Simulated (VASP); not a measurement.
Ga3IrRu:

```xyz
5
Lattice="4.4206 0.0000 0.0000 0.0000 4.4206 0.0000 0.0000 0.0000 4.4206" Properties=species:S:1:pos:R:3 pbc="T T T"
Ga    2.2103    0.0000    0.0000
Ga    0.0000    2.2103    0.0000
Ga    0.0000    0.0000    2.2103
Ru    2.2103    2.2103    2.2103
Ir    0.0000    0.0000    0.0000
```

The cell was built from a structure type or drawn by symmetry, and may not be a known phase.

- Program: VASP 6.6.1
- Task: relaxation of cell and atoms
- Functional: PBE
- Potentials or basis: VASP PAW PBE potentials, release 64 (Ga_d, Ru_pv, Ir)
- Cutoff: 600 eV
- k mesh: 4 × 4 × 4
- Occupations: gaussian, width 0.1 eV
- Spin: no spin polarisation

At the start: pressure 24.4 GPa; volume 17.28 Å³/atom.

Problem. How do energy, volume and symmetry change on relaxing?

Solution. Over 4 steps the energy falls by 209.6 meV/atom and the volume is 20.55 Å³/atom (+19.0 %); space group Pm-3m (No. 221, to 0.1 Å) before and after.

The path:
```tsv
step	energy change (eV)	largest force (eV/Å)	pressure (GPa)	volume (Å³)
1	0.0000	0.0000	24.35	86.38
2	-0.1794	0.0000	-11.10	123.55
3	-1.0475	0.0000	-0.42	103.13
4	-1.0481	0.0000	-0.11	102.76
```

Final structure:
```
Ga Ru Ir
1.0
     4.68397    0.00000    0.00000
     0.00000    4.68397    0.00000
     0.00000    0.00000    4.68397
Ga Ru Ir
3 1 1
Direct
  0.50000 0.00000 0.00000
  0.00000 0.50000 0.00000
  0.00000 0.00000 0.50000
  0.50000 0.50000 0.50000
  0.00000 0.00000 0.00000
```

Caveat: the volume moved by over 15 % at a fixed basis, so the end points are rough.
